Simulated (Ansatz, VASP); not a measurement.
# One calculation of Co, two programs

Contents of INCAR:

```
ALGO = Normal
EDIFF = 1E-7
ENCUT = 520
GGA = PE
ISIF = 2
ISMEAR = -1
LASPH = True
LCHARG = False
LREAL = False
LWAVE = False
NBANDS = 16
NELM = 80
PREC = Accurate
SIGMA = 0.08
```

File KPOINTS:

```
k-points
0
Gamma
  15 15 8
```

The input POSCAR:

```
Co
1.0
    2.3844585205      0.0000000000      0.0000000000
   -1.1922292602      2.0650016530      0.0000000000
    0.0000000000      0.0000000000      3.8703468663
Co
2
Direct
    0.3333333333      0.6666666667      0.2500000000
    0.6666666667      0.3333333333      0.7500000000
```

Input for Ansatz:

```yaml
crystal:
  lattice:
    - [2.3844585205, 0.0, 0.0]
    - [-1.1922292602, 2.065001653, 0.0]
    - [0.0, 0.0, 3.8703468663]
  atoms:
    - { symbol: Co, position: [0.3333333333, 0.6666666667, 0.25] }
    - { symbol: Co, position: [0.6666666667, 0.3333333333, 0.75] }
kpoints:
  mp_grid: { grid: [15, 15, 8] }
scf:
  occupations: { method: fermi_dirac, width: 0.08 }
  lower_state_search: "off"
hamiltonian:
  xc: pbe
  pseudopotentials: { kind: paw }
output:
  forces: true
  stress: true
  eigenvalues: true
```

Change from the starting cell: volume scaled by 0.86, no spin polarisation, PAW files.

Alike in both runs: task single point; functional PBE; k mesh 15 × 15 × 8; occupations fermi-dirac, width 0.08 eV; no spin polarisation.

```csv
,VASP,Ansatz
version,VASP 6.6.1,Ansatz 0.2.0
potentials or method,"VASP PAW PBE potentials, release 64 (Co)","PAW with Ansatz's default frozen-core files, scalar-relativistic"
plane-wave cutoff (eV),520,420
valence electrons in the cell,18,34
```

Ansatz gave:

| Property | Result |
| --- | --- |
| pressure (GPa) | 25.2 |
| traceless stress, the component that is largest in VASP (GPa) | -1.56 |

Problem. Estimate VASP's values.

Solution. Pressure (GPa): 23.8; traceless stress, the component that is largest in VASP (GPa): -1.59.

The functional is the same, so the differences come from potentials, cutoffs and numerics. VASP's potentials hold 18 valence electrons a cell and Ansatz's 34, so a difference there can come from the potentials and not from the codes.
